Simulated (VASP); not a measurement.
ZrB2:

```xyz
3
Lattice="3.1700 0.0000 0.0000 -1.5850 2.7453 0.0000 0.0000 0.0000 3.5330" Properties=species:S:1:pos:R:3 pbc="T T T"
Zr    0.0000    0.0000    0.0000
B     0.0000    1.8302    1.7665
B     1.5850    0.9151    1.7665
```

Base run:

| Item | Value |
| --- | --- |
| Program | VASP 6.6.1 |
| Functional | PBE |
| Potentials or basis | VASP PAW PBE potentials, release 64 (Zr_sv, B) |
| Cutoff | 520 eV |
| k mesh | 10 × 10 × 8 |
| Occupations | fermi-dirac, width 0.05 eV |
| Spin | no spin polarisation |

Its results: band gap on the k mesh zero (band 9 reaches 11.10 eV, above the bottom of band 10 at 10.29 eV); pressure 0.9 GPa.

**Question.** After a change of settings the same cell gave: band gap on the k mesh zero (band 9 reaches 10.99 eV, above the bottom of band 10 at 10.18 eV); pressure -3.8 GPa. Which change was it?
A. functional from PBE to LDA; potentials or basis from VASP PAW PBE potentials, release 64 (Zr_sv, B) to VASP PAW LDA potentials, release 64 (Zr_sv, B)
B. functional from PBE to revPBE
C. functional from PBE to PBEsol
D. functional from PBE to BLYP; further incar settings from ALGO = Normal; EDIFF = 1e-06; NBANDS = 16 to ALGO = Normal; EDIFF = 1e-07; NBANDS = 16

**Answer.** C.

PBEsol binds more tightly than PBE, so the same cell stands under less pressure.

Caveats: the PAW data sets were made with another functional, which shifts forces and pressure a little (some runs).
